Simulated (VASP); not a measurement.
Input of a VASP 6.6.1 run:

INCAR

```
SYSTEM = B
PREC = Accurate
ENCUT = 600
EDIFF = 1E-7
ISMEAR = 0
SIGMA = 0.1
LREAL = .FALSE.
LASPH = .TRUE.
NELM = 60
ALGO = Normal
ISIF = 3
LWAVE = .FALSE.
LCHARG = .FALSE.
GGA = PE
IBRION = 2
NSW = 90
EDIFFG = -0.04
```

KPOINTS

```
regular mesh
0
G
  6 6 6
  0 0 0
```

The input POSCAR:

```
B
1.0
   -2.3758787800      2.3758787800      2.3758787800
    2.3758787800     -2.3758787800      2.3758787800
    2.3758787800      2.3758787800     -2.3758787800
B
6
Direct
    0.5000000000      0.7500000000      0.2500000000
    0.7500000000      0.2500000000      0.5000000000
    0.7500000000      0.5000000000      0.2500000000
    0.5000000000      0.2500000000      0.7500000000
    0.2500000000      0.7500000000      0.5000000000
    0.2500000000      0.5000000000      0.7500000000
```

Potentials or basis: VASP PAW PBE potentials, release 64 (B).

Launch:

```console
$ cat potpaw_PBE.64/B/POTCAR > POTCAR
$ mpirun -np 1 vasp_std > vasp.out
```

(1) Predict the space group after relaxing (to 0.05 Å).

(2) Estimate the relaxed volume.

(3) Predict the band gap on the k mesh.

(4) Predict the relaxed cell.

## Answers

(1) Im-3m (No. 229).

(2) 10.04 Å³/atom.

(3) zero (band 9 reaches 3.14 eV, above the bottom of band 10 at 0.96 eV).

(4) a = 4.277 Å, b = 4.277 Å, c = 4.277 Å, α = 109.47°, β = 109.47°, γ = 109.47°.
